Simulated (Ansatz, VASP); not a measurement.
**Rh: VASP beside Ansatz**

INCAR

```
SYSTEM = Rh
  PREC = Accurate
  ENCUT = 520
  EDIFF = 1E-6
  ISMEAR = 0
  SIGMA = 0.15
  LREAL = .False.
  LASPH = .True.
  NELM = 80
  ALGO = Fast
  ISIF = 2
  LWAVE = .False.
  LCHARG = .False.
  GGA = PS
  NBANDS = 22
```

KPOINTS

```
Automatic mesh
0
Gamma
  18 18 12
  0 0 0
```

POSCAR

```
Rh
1.0
    2.6900143566      0.0000000000      0.0000000000
   -1.3450071783      2.3296207694      0.0000000000
    0.0000000000      0.0000000000      4.5613436700
Rh
2
Direct
    0.6666666667      0.3333333333      0.7500000000
    0.3333333333      0.6666666667      0.2500000000
```

Input for Ansatz:

```yaml
crystal:
  lattice:
    - [2.6900143566, 0.0, 0.0]
    - [-1.3450071783, 2.3296207694, 0.0]
    - [0.0, 0.0, 4.56134367]
  atoms:
    - { symbol: Rh, position: [0.6666666667, 0.3333333333, 0.75] }
    - { symbol: Rh, position: [0.3333333333, 0.6666666667, 0.25] }
basis:
  ecutwfc: 420
kpoints:
  mp_grid: { grid: [18, 18, 12] }
hamiltonian:
  xc: pbesol
scf:
  occupations: { method: gaussian, width: 0.15 }
output:
  forces: true
  stress: true
  eigenvalues: true
```

Change from the starting cell: strain -0.015 along x and y, +0.030 along z, atoms carried along.

Alike in both runs: task single point; functional PBEsol; k mesh 18 × 18 × 12; occupations gaussian, width 0.15 eV; no spin polarisation.

```csv
,VASP,Ansatz
version,VASP 6.6.1,Ansatz 0.2.0
potentials or method,"VASP PAW PBE potentials, release 64 (Rh_pv), cutoff 520 eV","scalar-relativistic, plane waves, PAW"
valence electrons in the cell,30,34
```

Ansatz gave:

* gap on the k mesh at the Fermi level (eV): none
* pressure (GPa): -13.0
* traceless stress, the component that is largest in VASP (GPa): -7.73

Question: Which values does VASP return?

Answer: gap on the k mesh at the Fermi level (eV): none; pressure (GPa): -13.1; traceless stress, the component that is largest in VASP (GPa): -7.73.

VASP's potentials were made for PBE, not for PBEsol. A gap of «none» marks a metal or a gap that the smearing closes. VASP's potentials hold 30 valence electrons a cell and Ansatz's 34, so a difference there can come from the potentials and not from the codes.
